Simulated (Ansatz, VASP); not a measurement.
Sb: VASP beside Ansatz

```
Sb
1.0
     2.14341    1.23750    3.73148
    -2.14341    1.23750    3.73148
     0.00000   -2.47499    3.73148
Sb
2
Direct
  0.23364 0.23364 0.23364
  0.76636 0.76636 0.76636
```

Change from the starting cell: volume scaled by 0.99, crystal datasets.

Alike in both runs: task electric field gradients; functional PBE; k mesh 9 × 9 × 9; occupations fermi-dirac, width 0.05 eV; no spin polarisation.

```csv
,VASP,Ansatz
version,VASP 6.6.1,Ansatz 0.2.0
potentials or method,"VASP PAW PBE potentials, release 64 (Sb), cutoff 520 eV","all-electron PAW with datasets made for the crystal, scalar-relativistic"
```

```csv
,VASP,Ansatz,Ansatz less VASP
pressure (GPa),3.9,3.8,-0.08
"traceless stress, the component that is largest in VASP (GPa)",-0.44,-0.40,+0.040
rms of the force components (eV/Å),0.174,0.146,-0.0274
size of Vzz on the site where it differs most (V/Å²),46.1,50.4,+4.28
```

Atom by atom the forces differ by 0.027 eV/Å (rms over components). Ansatz ran all-electron here, and VASP with PAW potentials.

Neither program's run includes spin-orbit coupling.
